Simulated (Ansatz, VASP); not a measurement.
# Two plane-wave programs on InSe

```
CELL_PARAMETERS angstrom
4.04733 0.00000 0.00000
-2.02366 3.50509 0.00000
0.00000 0.00000 18.05206
ATOMIC_POSITIONS crystal
In 0.33333 0.66667 0.07739
In 0.33333 0.66667 0.92261
In 0.00000 0.00000 0.42261
In 0.00000 0.00000 0.57739
Se 0.33333 0.66667 0.35298
Se 0.33333 0.66667 0.64702
Se 0.66667 0.33333 0.14700
Se 0.66667 0.33333 0.85300
```

Alike in both runs: functional r2SCAN; k mesh 8 × 8 × 2; occupations fermi-dirac, width 0.05 eV; no spin polarisation.

|  | VASP | Ansatz |
| --- | --- | --- |
| version | VASP 6.6.1 | Ansatz 0.2.0 |
| potentials or method | VASP PAW PBE potentials, release 64 (In_d, Se) | Ansatz PAW |
| plane-wave cutoff (eV) | 520 | 500 |
| valence electrons in the cell | 76 | 116 |
| task | single point | band structure |

VASP gave:

* gap on the k mesh at the Fermi level (eV): 1.13
* least direct gap on the mesh (eV): 1.13
* pressure (GPa): -0.1
* traceless stress, the component that is largest in VASP (GPa): 0.05
* rms of the force components (eV/Å): 0.019

Problem. Which values does Ansatz return?

Solution. gap on the k mesh at the Fermi level (eV): 1.14; least direct gap on the mesh (eV): 1.14; pressure (GPa): -0.1; traceless stress, the component that is largest in VASP (GPa): 0.04; rms of the force components (eV/Å): 0.015.

VASP's potentials were made for PBE, not for r2SCAN. Atom by atom the forces differ by 0.007 eV/Å (rms over components). The functional is the same, so the differences come from potentials, cutoffs and numerics. VASP's potentials hold 76 valence electrons a cell and Ansatz's 116, so a difference there can come from the potentials and not from the codes.
